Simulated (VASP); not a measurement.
Li:

```
Li
1.0
    -1.75465    1.75465    1.75465
     1.75465   -1.75465    1.75465
     1.75465    1.75465   -1.75465
Li
1
Direct
  0.00000 0.00000 0.00000
```

```yaml
Program: VASP 6.6.1
Task: relaxation of cell and atoms
Functional: PBEsol
Potentials_or_basis: VASP PAW PBE potentials, release 64 (Li_sv)
Cutoff: 750 eV
k_mesh: 14 × 14 × 14
Occupations: fermi-dirac, width 0.1 eV
Spin: no spin polarisation
```

At the start: pressure -0.9 GPa; volume 21.61 Å³/atom.

How do energy, volume and symmetry change on relaxing?

Over 4 steps the energy falls by 4.2 meV/atom and the volume is 20.17 Å³/atom (-6.7 %); space group Im-3m (No. 229, to 0.1 Å) before and after.

Step by step:
| step | energy change (eV) | largest force (eV/Å) | pressure (GPa) | volume (Å³) |
| --- | --- | --- | --- | --- |
| 1 | 0.0000 | 0.0000 | -0.89 | 21.61 |
| 2 | -0.0018 | 0.0000 | -0.69 | 21.23 |
| 3 | -0.0042 | 0.0000 | 0.02 | 20.14 |
| 4 | -0.0042 | 0.0000 | 0.00 | 20.17 |

Final structure:
```xyz
1
Lattice="-1.7147 1.7147 1.7147 1.7147 -1.7147 1.7147 1.7147 1.7147 -1.7147" Properties=species:S:1:pos:R:3 pbc="T T T"
Li    0.0000    0.0000    0.0000
```

Caveat: the PAW data sets were made with another functional, which shifts forces and pressure a little.
